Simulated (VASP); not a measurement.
# Ta (Im-3m) in VASP: single point with r2SCAN

Aim: the single point of Ta with r2SCAN.

Program: VASP 6.6.1. These are calculated values, not measurements. Logs are shortened: lines on timing, memory, paths and dates and some standing lists are left out, and cuts for length are marked.

## Step 1: The cell of the first run

Symmetry: Im-3m, No. 229, cubic system. Conventional cell: a = 3.305 Å, b = 3.305 Å, c = 3.305 Å, α = 90.00°, β = 90.00°, γ = 90.00°. Within 3.8 Å of Ta (site symmetry m-3m) lie 14 Ta at 2.86 to 3.30 Å.

## Step 2: Single point, r2SCAN

POSCAR

```
Ta
1.0
    3.3045733232      0.0000000000      0.0000000000
    0.0000000000      3.3045733232      0.0000000000
    1.6522866616     -1.6522866616      1.6522866616
Ta
1
Direct
    0.0000000000      0.0000000000      0.0000000000
```

INCAR.step1

```
ALGO = Normal ; EDIFF = 1E-4
ENCUT = 520 ; GGA = PE
ISMEAR = 0 ; ISYM = 0
LASPH = T ; LCHARG = F
LREAL = F ; LWAVE = T
NBANDS = 12 ; NELM = 60
PREC = Accurate ; SIGMA = 0.1
```

INCAR.step2

```
ALGO = Normal ; EDIFF = 1E-6
ENCUT = 520 ; ISIF = 2
ISMEAR = 0 ; ISTART = 1
ISYM = 0 ; LASPH = T
LCHARG = F ; LMIXTAU = T
LREAL = F ; LWAVE = F
METAGGA = R2SCAN ; NBANDS = 12
NELM = 60 ; PREC = Accurate
SIGMA = 0.1
```

KPOINTS

```
k-points
0
Gamma
  11 11 21
```

Potentials or basis: VASP PAW PBE potentials, release 64 (Ta_pv).

Started as:

```sh
> cat potpaw_PBE.64/Ta_pv/POTCAR > POTCAR
> cp INCAR.step1 INCAR
> mpirun -np 1 vasp_std > vasp.out
> cp INCAR.step2 INCAR
> mpirun -np 1 vasp_std > vasp.out
```

OUTCAR:

```text
EDIFF = 1E-6
   ENCUT = 520
   ISIF = 2
   ISMEAR = 0
   ISTART = 1
   ISYM = 0
   LASPH = T
   LREAL = F
   METAGGA = R2SCAN
   NELM = 60
   PREC = Accurate

 ion  position               nearest neighbor table
   1  0.000  0.000  0.000-

IMPORTANT INFORMATION: All symmetrisations will be switched off!
NOSYMM: (Re-)initialisation of all symmetry stuff for point group C_1.

----------------------------------------------------------------------------------------

                                     Primitive cell

  volume of cell :      18.0433

  direct lattice vectors                    reciprocal lattice vectors
     3.304573323  0.000000000  0.000000000     0.302610928  0.000000000 -0.302610928
     0.000000000  3.304573323  0.000000000     0.000000000  0.302610928  0.302610928
     1.652286662 -1.652286662  1.652286662     0.000000000  0.000000000  0.605221856

  length of vectors
     3.304573323  3.304573323  2.861844447     0.427956479  0.427956479  0.605221856

  position of ions in fractional coordinates (direct lattice)
     0.000000000  0.000000000  0.000000000

  ion indices of the primitive-cell ions
   primitive index   ion index
                 1           1

----------------------------------------------------------------------------------------

 KPOINTS: k-points

Automatic generation of k-mesh.
 Grid dimensions read from file:
 generate k-points for:   11   11   21

 Generating k-lattice:

  Cartesian coordinates                     Fractional coordinates (reciprocal lattice)
     0.027510084  0.000000000 -0.027510084     0.090909091  0.000000000  0.000000000
     0.000000000  0.027510084  0.027510084     0.000000000  0.090909091  0.000000000
     0.000000000  0.000000000  0.028820088     0.000000000  0.000000000  0.047619048

  Length of vectors
     0.038905134  0.038905134  0.028820088

  Shift w.r.t. Gamma in fractional coordinates (k-lattice)
     0.000000000  0.000000000  0.000000000

 -----------------------------------------------------------------------------
|                                                                             |
|           W    W    AA    RRRRR   N    N  II  N    N   GGGG   !!!           |
|           W    W   A  A   R    R  NN   N  II  NN   N  G    G  !!!           |
|           W    W  A    A  R    R  N N  N  II  N N  N  G       !!!           |
|           W WW W  AAAAAA  RRRRR   N  N N  II  N  N N  G  GGG   !            |
|           WW  WW  A    A  R   R   N   NN  II  N   NN  G    G                |
|           W    W  A    A  R    R  N    N  II  N    N   GGGG   !!!           |
|                                                                             |
|     Your reciprocal lattice and k-lattice belong to different lattice       |
|     classes:                                                                |
|                                                                             |
|        The reciprocal lattice is face-centered cubic,                       |
|        whereas your k-lattice is base-centered monoclinic.                  |
|                                                                             |
|     Results are often still useful ...                                      |
|                                                                             |
 -----------------------------------------------------------------------------

 WARNING: IBZKPT: internal override: KBLOWUP is changed to .FALSE.
      ... skipping the blow-up phase ...

 Subroutine IBZKPT returns following result:
 ===========================================

 Found   1271 irreducible k-points:

 Following reciprocal coordinates:
            Coordinates               Weight
  0.000000  0.000000  0.000000      1.000000
  0.090909  0.000000  0.000000      2.000000
  0.181818  0.000000  0.000000      2.000000
  0.272727  0.000000  0.000000      2.000000
  0.363636  0.000000  0.000000      2.000000
  0.454545  0.000000  0.000000      2.000000
[... 16 lines left out ...]
  0.454545  0.181818  0.000000      2.000000
 -0.454545  0.181818  0.000000      2.000000
 [... further k-points ...]
   k-points           NKPTS =   1271   k-points in BZ     NKDIM =   1271   number of bands    NBANDS=     12
   number of dos      NEDOS =    301   number of ions     NIONS =      1
   total plane-waves  NPLWV =  18816
   dimension x,y,z NGX =    28 NGY =   28 NGZ =   24
   dimension x,y,z NGXF=    56 NGYF=   56 NGZF=   48
   ions per type =               1
   NGX,Y,Z   is equivalent  to a cutoff of  14.09, 14.09, 13.94 a.u.
   NGXF,Y,Z  is equivalent  to a cutoff of  28.17, 28.17, 27.88 a.u.
 SYSTEM =  unknown system
   PREC   = accura    normal or accurate (medium, high low for compatibility)
   ISTART =      1    job   : 0-new  1-cont  2-samecut
   ICHARG =      0    charge: 1-file 2-atom 10-const
   ISPIN  =      1    spin polarized calculation?
   LNONCOLLINEAR =      F non collinear calculations
   LSORBIT =      F    spin-orbit coupling
   LASPH  =      T    aspherical Exc in radial PAW
   ENCUT  =  520.0 eV  38.22 Ry    6.18 a.u.   6.14  6.14  5.32*2*pi/ulx,y,z
   NELM   =     60;   NELMIN=  2; NELMDL=  0     # of ELM steps
   EDIFF  = 0.1E-05   stopping-criterion for ELM
   LREAL  =      F    real-space projection
   EDIFFG = 0.1E-04   stopping-criterion for IOM
   NSW    =      0    number of steps for IOM
   IBRION =     -1    ionic relax: 0-MD 1-quasi-New 2-CG
   NFREE  =      0    steps in history (QN), initial steepest desc. (CG)
   ISIF   =      2    stress and relaxation
   ISYM   =      0    0-nonsym 1-usesym 2-fastsym
   POTIM  = 0.5000    time-step for ionic-motion
   TEBEG  =    0.0;   TEEND  =   0.0 temperature during run
   PSTRESS=    0.0 pullay stress
   NELECT =      11.0000    total number of electrons
   NUPDOWN=      -1.0000    fix difference up-down
   EMIN   =  10.00;   EMAX   =-10.00  energy-range for DOS
   EFERMI =   0.00;   METHOD = LEGACY
   ISMEAR =     0;   SIGMA  =   0.10  broadening in eV -4-tet -1-fermi 0-gaus
   EFERMI_NEDOS =   21; number of points for ismear=-14 and -15
   IALGO  =     38    algorithm
   IMIX   =      4    mixing-type and parameters
     AMIX     =   0.40;   BMIX     =  1.00
     AMIX_MAG =   1.60;   BMIX_MAG =  1.00
  volume/ion in A,a.u.               =      18.04       121.76
  Fermi-wavevector in a.u.,A,eV,Ry     =   1.388141  2.623207 26.217558  1.926936
  Thomas-Fermi vector in A             =   2.512296
   LORBIT       =      0    0 simple, 1 ext, 2 COOP (PROOUT), +10 PAW based schemes
   METAGGA = R2SCAN    functional components
   LHFCALC =     F    Hartree Fock is set to
   AEXX    =    0.0000 exact exchange contribution
   IVDW    =     0    specifies the selected vdW correction
   LEPSILON=     F    determine dielectric tensor
   LRPA    =     F    only Hartree local field effects (RPA)
 non-spin polarized calculation
 Gauss-broadening in eV      SIGMA  =   0.10
  energy-cutoff  :      520.00
  volume of cell :       18.04
 maximum number of plane-waves:       498
 NGX is ok and might be reduce to    28
   NGX = 13   NGY = 13   NGZ = 11

 number of electron      11.0000001 magnetization

 Free energy of the ion-electron system (eV)
  ---------------------------------------------------
  ext. energy  EPLUGINS =         0.00000000
  ---------------------------------------------------
  free energy    TOTEN  =       -48.58470726 eV

  energy without entropy =      -48.57940262  energy(sigma->0) =      -48.58205494

 E-fermi :   5.2989     XC(G=0): -13.7614

 val. band max:        5.2986565647   @ k =   0.2727   0.0000   0.2381
 cond. band min:       5.2993000978   @ k =  -0.3636  -0.0909   0.0476
 fundamental gap:      0.0006435331
 Fermi energy:         5.2989429809

 k-point     1 :       0.0000    0.0000    0.0000
  band No.  band energies     occupation
      1     -28.9240      2.00000
      2     -28.9208      2.00000
      3     -28.9202      2.00000
      4      -3.0118      2.00000
      5       6.1510      0.00000
      6       6.1513      0.00000
      7       6.1524      0.00000
      8       9.6327      0.00000
      9       9.6339      0.00000
     10      17.4072      0.00000
     11      21.0786      0.00000
     12      21.0788      0.00000

 k-point     2 :       0.0909    0.0000    0.0000
  band No.  band energies     occupation
      1     -29.0276      2.00000
      2     -28.9544      2.00000
      3     -28.9218      2.00000
      4      -2.6310      2.00000
      5       5.9040      0.00000
      6       6.0617      0.00000
      7       6.5241      0.00000
      8       9.2660      0.00000
      9       9.6338      0.00000
     10      17.4070      0.00000
     11      21.4036      0.00000
     12      21.7494      0.00000

 k-point     3 :       0.1818    0.0000    0.0000
  band No.  band energies     occupation
      1     -29.3036      2.00000
      2     -29.0399      2.00000
      3     -28.9235      2.00000
      4      -1.5982      2.00000
      5       5.3056      0.92497
      6       5.6456      0.00000
      7       7.6098      0.00000
      8       8.8887      0.00000
      9       9.6864      0.00000
     10      17.4068      0.00000
     11      21.8088      0.00000
     12      23.4826      0.00000
[... 286 lines left out ...]
 k-point    23 :       0.4545    0.1818    0.0000
  band No.  band energies     occupation
      1     -29.9192      2.00000
      2     -29.3450      2.00000
      3     -29.0284      2.00000
      4       1.5323      2.00000
      5       3.9828      2.00000
      6       4.7427      2.00000
      7       9.0120      0.00000
      8      10.5118      0.00000
      9      12.7233      0.00000
     10      17.4001      0.00000
     11      18.3988      0.00000
     12      21.0717      0.00000

 k-point    24 :      -0.4545    0.1818    0.0000
  band No.  band energies     occupation
      1     -30.0140      2.00000
      2     -29.4444      2.00000
      3     -29.0360      2.00000
      4       1.7711      2.00000
      5       3.8800      2.00000
      6       5.3073      0.90629
      7       9.2935      0.00000
      8      10.7058      0.00000
      9      14.5305      0.00000
     10      16.4826      0.00000
     11      17.4174      0.00000
     12      19.6777      0.00000

 [... further k-points ...]
[... 5 lines left out ...]
  --------------------------------------------------------------------------------------
  -------------------------------------------------------------------------------------
  Total        0.0765637      0.0765636      0.1030356      0.0264338      0.0190189     -0.0190189
  in kB        6.7985693      6.7985550      9.1491730      2.3472229      1.6888061     -1.6888095
  external PRESSURE =       7.5820991 kB  Pullay stress =       0.0000000 kB

 VOLUME and BASIS-vectors are now :
 -----------------------------------------------------------------------------
  energy-cutoff  :      520.00
  volume of cell :       18.04
      direct lattice vectors                 reciprocal lattice vectors
     3.304573323  0.000000000  0.000000000     0.302610928  0.000000000 -0.302610928
     0.000000000  3.304573323  0.000000000     0.000000000  0.302610928  0.302610928
     1.652286662 -1.652286662  1.652286662     0.000000000  0.000000000  0.605221856

 POSITION                                       TOTAL-FORCE (eV/Angst)
 -----------------------------------------------------------------------------------
      0.00000      0.00000      0.00000        -0.000000      0.000000      0.000000
 -----------------------------------------------------------------------------------
    total drift:                               -0.000000      0.000000      0.000000

  FREE ENERGIE OF THE ION-ELECTRON SYSTEM (eV)
  ---------------------------------------------------
  free  energy   TOTEN  =       -48.5847072612 eV

  energy  without entropy=      -48.5794026230  energy(sigma->0) =      -48.58205494
```

It took 7.3 min on 1 thread of Intel Xeon 6975P-C (Granite Rapids), shared host; peak memory 0.38 GiB.

What came out:

- Free energy: -48.5847 eV
- Pressure: 0.8 GPa
- Band gap on the k mesh: zero (an odd number of electrons rules out a gap without spin polarisation)

Levels at points of the mesh, in eV from the Fermi level:
| k point | band 2 | band 3 | band 4 | band 5 | band 6 | band 7 | band 8 | band 9 | band 10 | band 11 |
| --- | --- | --- | --- | --- | --- | --- | --- | --- | --- | --- |
| (0.00, 0.00, 0.00) | -34.22 | -34.22 | -8.31 | 0.85 | 0.85 | 0.85 | 4.33 | 4.33 | 12.11 | 15.78 |

Caveat: the PAW data sets were made with another functional, which shifts forces and pressure a little; spin-orbit coupling is left out, which moves the levels of the heavy elements.
